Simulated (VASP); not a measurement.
Y2C5, 7 atoms in the cell. It takes space group F-43m (No. 216, cubic). Conventional cell: a = 7.387 Å, b = 7.387 Å, c = 7.387 Å, α = 90.00°, β = 90.00°, γ = 90.00°. Within 4.4 Å of Y (site symmetry -43m) lie 4 Y at 3.20 Å and 28 C at 3.20 to 4.30 Å. Within 3.0 Å of Y (site symmetry -43m) lie 4 C at 2.26 Å. C (site symmetry 3m) has 3 C at 1.53 Å within 2.0 Å. C (site symmetry -43m) has 16 C at 3.02 to 4.13 Å and 10 Y at 3.20 to 3.69 Å within 4.2 Å. The cell was built from a structure type or drawn by symmetry, and may not be a known phase.

- Program: VASP 6.6.1
- Task: single point
- Functional: PBE
- Potentials or basis: VASP PAW PBE potentials, release 64 (Y_sv, C_h)
- Cutoff: 910 eV
- k mesh: 10 × 10 × 10
- Occupations: gaussian, width 0.1 eV
- Spin: no spin polarisation
- Dipole correction: no
- Further INCAR settings: ALGO = Normal; EDIFF = 1e-06; NBANDS = 30

Potentials or basis: VASP PAW PBE potentials, release 64 (Y_sv, C_h).

Command:

```sh
$ cat potpaw_PBE.64/Y_sv/POTCAR potpaw_PBE.64/C_h/POTCAR > POTCAR
$ mpirun -np 1 vasp_std > vasp.out
```

Hardware: 1 thread of Intel(R) Xeon(R) Platinum 8259CL CPU @ 2.50GHz (Skylake/Cascade Lake), on a shared host.

Q: How long does it take, and how much memory?

A: Wall time 8.1 min on 1 thread of Intel(R) Xeon(R) Platinum 8259CL CPU @ 2.50GHz (Skylake/Cascade Lake), on a shared host, peak memory 0.59 GiB. Counts: scf iterations 16, k points 47.
